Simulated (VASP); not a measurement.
# SrO (F-43m) in VASP: a series of runs, part 2 of 2

VASP 6.6.1. Earlier steps stand in the parts before.

## Step 3: Single point, PBE

INCAR reads:

```
SYSTEM = SrO
PREC     = Accurate       ! precision mode
ENCUT    = 600            ! plane-wave cutoff, eV
EDIFF    = 1E-6           ! SCF threshold, eV
ISMEAR   = 0              ! smearing method
SIGMA    = 0.01           ! smearing width, eV
LREAL    = .False.        ! projectors in reciprocal space
LASPH    = .True.         ! aspherical terms in the spheres
NELM     = 120            ! most SCF steps
ALGO     = Normal         ! electronic algorithm
ISIF     = 2              ! what is computed and relaxed
LWAVE    = .False.        ! write WAVECAR
LCHARG   = .False.        ! write CHGCAR
GGA      = PE             ! functional
NBANDS   = 15             ! bands
GGA_COMPAT= .False.
```

KPOINTS reads:

```
regular mesh
0
Gamma
  8 8 8
  0 0 0
```

POSCAR reads:

```
SrO
1.0
    0.0000000000      2.8065526086      2.8065526086
    2.8065526086      0.0000000000      2.8065526086
    2.8065526086      2.8065526086      0.0000000000
Sr O
1 1
Direct
    0.5000000000      0.5000000000      0.5000000000
    0.2500000000      0.2500000000      0.2500000000
```

Potentials or basis: VASP PAW PBE potentials, release 64 (Sr_sv, O).

Launch:

```bash
$ cat potpaw_PBE.64/Sr_sv/POTCAR potpaw_PBE.64/O/POTCAR > POTCAR
$ mpirun -np 1 vasp_std > vasp.out
```

OUTCAR:

```text
SYSTEM = SrO
   PREC = Accurate
   ENCUT = 600
   EDIFF = 1E-6
   ISMEAR = 0
   LREAL = .False.
   LASPH = .True.
   NELM = 120
   ISIF = 2
   GGA = PE

 ion  position               nearest neighbor table
   1  0.500  0.500  0.500-   2 2.43   2 2.43   2 2.43   2 2.43
   2  0.250  0.250  0.250-   1 2.43   1 2.43   1 2.43   1 2.43

  LATTYP: Found a face centered cubic cell.
 ALAT       =     5.6131052172

  Lattice vectors:

 A1 = (   0.0000000000,   2.8065526086,   2.8065526086)
 A2 = (   2.8065526086,   0.0000000000,   2.8065526086)
 A3 = (   2.8065526086,   2.8065526086,   0.0000000000)

Analysis of symmetry for initial positions (statically):
=====================================================================
 Subroutine PRICEL returns:
 Original cell was already a primitive cell.

 Routine SETGRP: Setting up the symmetry group for a
 face centered cubic supercell.

 Subroutine GETGRP returns: Found 24 space group operations
 (whereof 24 operations were pure point group operations)
 out of a pool of 48 trial point group operations.

The static configuration has the point symmetry T_d .

Analysis of symmetry for dynamics (positions and initial velocities):
=====================================================================
 Subroutine PRICEL returns:
 Original cell was already a primitive cell.

 Routine SETGRP: Setting up the symmetry group for a
 face centered cubic supercell.

 Subroutine GETGRP returns: Found 24 space group operations
 (whereof 24 operations were pure point group operations)
 out of a pool of 48 trial point group operations.

The dynamic configuration has the point symmetry T_d .

 Subroutine INISYM returns: Found 24 space group operations
 (whereof 24 operations are pure point group operations),
 and found     1 'primitive' translations

----------------------------------------------------------------------------------------

                                     Primitive cell

  volume of cell :      44.2130

  direct lattice vectors                    reciprocal lattice vectors
     0.000000000  2.806552609  2.806552609    -0.178154508  0.178154508  0.178154508
[... 118 lines left out ...]
 Gauss-broadening in eV      SIGMA  =   0.01
  energy-cutoff  :      600.00
  volume of cell :       44.21
 maximum number of plane-waves:      1490
   NGX = 15   NGY = 15   NGZ = 15

 number of electron      16.0000004 magnetization

 Free energy of the ion-electron system (eV)
  ---------------------------------------------------
  ext. energy  EPLUGINS =         0.00000000
  ---------------------------------------------------
  free energy    TOTEN  =       -11.76752965 eV

  energy without entropy =      -11.76752965  energy(sigma->0) =      -11.76752965

 E-fermi :   0.2959     XC(G=0):  -8.5610

 val. band max:        0.2251928263   @ k =  -0.2500   0.5000   0.2500
 cond. band min:       2.7102778801   @ k =   0.0000   0.0000   0.0000
 fundamental gap:      2.4850850538
 Fermi energy:         0.2959185988

 k-point     1 :       0.0000    0.0000    0.0000
  band No.  band energies     occupation
      1     -32.0410      2.00000
      2     -14.5286      2.00000
      3     -13.9351      2.00000
      4     -13.9351      2.00000
      5     -13.9351      2.00000
      6      -0.5899      2.00000
      7      -0.5899      2.00000
      8      -0.5899      2.00000
      9       2.7103      0.00000
     10       8.2129      0.00000
     11       8.2129      0.00000
     12       9.5149      0.00000
     13       9.5149      0.00000
     14       9.5149      0.00000
[... 401 lines left out ...]
      2     -15.8694      2.00000
      3     -14.2195      2.00000
      4     -14.0670      2.00000
      5     -12.6473      2.00000
      6      -0.4591      2.00000
      7      -0.3795      2.00000
      8      -0.0434      2.00000
      9       5.1175      0.00000
     10       6.4031      0.00000
     11       7.9807      0.00000
     12       9.0789      0.00000
     13      10.2022      0.00000
     14      11.0126      0.00000
     15      12.4117      0.00000

 [... further k-points ...]

------------------------ aborting loop because EDIFF is reached ----------------------------------------

  FORCE on cell =-STRESS in cart. coord.  units (eV):
  Direction    XX          YY          ZZ          XY          YZ          ZX
  --------------------------------------------------------------------------------------
  -------------------------------------------------------------------------------------
  Total        0.1030084      0.1030084      0.1030084      0.0000000      0.0000000      0.0000000
  in kB        3.7327892      3.7327892      3.7327892      0.0000000      0.0000000      0.0000000
  external PRESSURE =       3.7327892 kB  Pullay stress =       0.0000000 kB

 VOLUME and BASIS-vectors are now :
 -----------------------------------------------------------------------------
  energy-cutoff  :      600.00
  volume of cell :       44.21
      direct lattice vectors                 reciprocal lattice vectors
     0.000000000  2.806552609  2.806552609    -0.178154508  0.178154508  0.178154508
     2.806552609  0.000000000  2.806552609     0.178154508 -0.178154508  0.178154508
     2.806552609  2.806552609  0.000000000     0.178154508  0.178154508 -0.178154508

 POSITION                                       TOTAL-FORCE (eV/Angst)
 -----------------------------------------------------------------------------------
      2.80655      2.80655      2.80655        -0.000000      0.000000      0.000000
      1.40328      1.40328      1.40328         0.000000     -0.000000     -0.000000
 -----------------------------------------------------------------------------------
    total drift:                                0.000000      0.000000      0.000000

  FREE ENERGIE OF THE ION-ELECTRON SYSTEM (eV)
  ---------------------------------------------------
  free  energy   TOTEN  =       -11.7675296493 eV

  energy  without entropy=      -11.7675296493  energy(sigma->0) =      -11.76752965
```

OSZICAR:

```text
N       E                     dE             d eps       ncg     rms          rms(c)
DAV:   1     0.880771050812E+02    0.88077E+02   -0.86115E+03   870   0.110E+03
DAV:   2    -0.908842517423E+01   -0.97166E+02   -0.88152E+02  1153   0.232E+02
DAV:   3    -0.147987118302E+02   -0.57103E+01   -0.56777E+01  1389   0.539E+01
DAV:   4    -0.148971706543E+02   -0.98459E-01   -0.98451E-01  1008   0.545E+00
DAV:   5    -0.149003061271E+02   -0.31355E-02   -0.31354E-02  1260   0.658E-01    0.172E+01
DAV:   6    -0.119785909993E+02    0.29217E+01   -0.10364E+01   884   0.224E+01    0.185E+01
DAV:   7    -0.117864161617E+02    0.19217E+00   -0.60557E-01   905   0.625E+00    0.933E+00
DAV:   8    -0.117561103722E+02    0.30306E-01   -0.15818E-01  1010   0.365E+00    0.148E+00
DAV:   9    -0.117639972196E+02   -0.78868E-02   -0.69118E-03  1191   0.641E-01    0.336E-01
DAV:  10    -0.117673398150E+02   -0.33426E-02   -0.27881E-03   912   0.347E-01    0.599E-02
DAV:  11    -0.117674638628E+02   -0.12405E-03   -0.14282E-04  1073   0.766E-02    0.616E-02
DAV:  12    -0.117675304634E+02   -0.66601E-04   -0.82522E-05   912   0.614E-02    0.857E-03
DAV:  13    -0.117675296493E+02    0.81408E-06   -0.13845E-06   979   0.121E-02
   1 F= -.11767530E+02 E0= -.11767530E+02  d E =-.125061E-25
```

It took 28 s on 1 thread of AMD EPYC 7R43 (Zen 3), shared host; peak memory 0.15 GiB.

Results:

| Quantity | Value |
| --- | --- |
| Free energy | -11.7675 eV |
| Pressure | 0.4 GPa |
| Band gap on the k mesh | 2.49 eV (least direct gap 3.30 eV) |

Levels at points of the mesh, in eV from the valence-band top:
```
           k point  band 6  band 7  band 8  band 9  band 10  band 11
(0.00, 0.00, 0.00)   -0.82   -0.82   -0.82    2.49     7.99     7.99
(0.50, 0.00, 0.00)   -0.71   -0.51   -0.51    5.24     7.07     7.55
(0.50, 0.50, 0.00)   -1.39   -0.01   -0.01    4.54     5.71     9.54
```

A k mesh can miss the band edges.
